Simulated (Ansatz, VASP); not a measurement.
# TlTe3P in VASP and in Ansatz

```
Tl Te P
1.0
     7.24519    0.00000    0.00000
    -3.62260    6.27452    0.00000
     0.00000    0.00000    6.59235
Tl Te P
2 6 2
Cartesian
  0.0000 4.1830 4.9443
  3.6226 2.0915 1.6481
  0.0000 2.1734 1.6481
  5.3630 1.0867 4.9443
  3.6226 4.1012 4.9443
  -1.7404 5.1878 1.6481
  1.7404 5.1878 1.6481
  1.8822 1.0867 4.9443
  0.0000 0.0000 3.2962
  0.0000 0.0000 0.0000
```

Alike in both runs: functional PBE; k mesh 6 × 6 × 6; occupations gaussian, width 0.1 eV; no spin polarisation.

Ansatz relaxed the structure, and its values are those at the end. VASP's run is a single point on that final structure, the one shown.

|  | VASP | Ansatz |
| --- | --- | --- |
| version | VASP 6.6.1 | Ansatz 0.2.0 |
| potentials or method | VASP PAW PBE potentials, release 64 (Tl_d, Te, P), cutoff 520 eV | scalar-relativistic, plane waves, PAW |
| valence electrons in the cell | 72 | 132 |

```csv
,VASP,Ansatz,Ansatz less VASP
gap on the k mesh at the Fermi level (eV),none,none,-
pressure (GPa),0.0,0.0,+0.05
```

A gap of «none» marks a metal or a gap that the smearing closes. VASP's potentials hold 72 valence electrons a cell and Ansatz's 132, so a difference there can come from the potentials and not from the codes.

Neither program's run includes spin-orbit coupling.
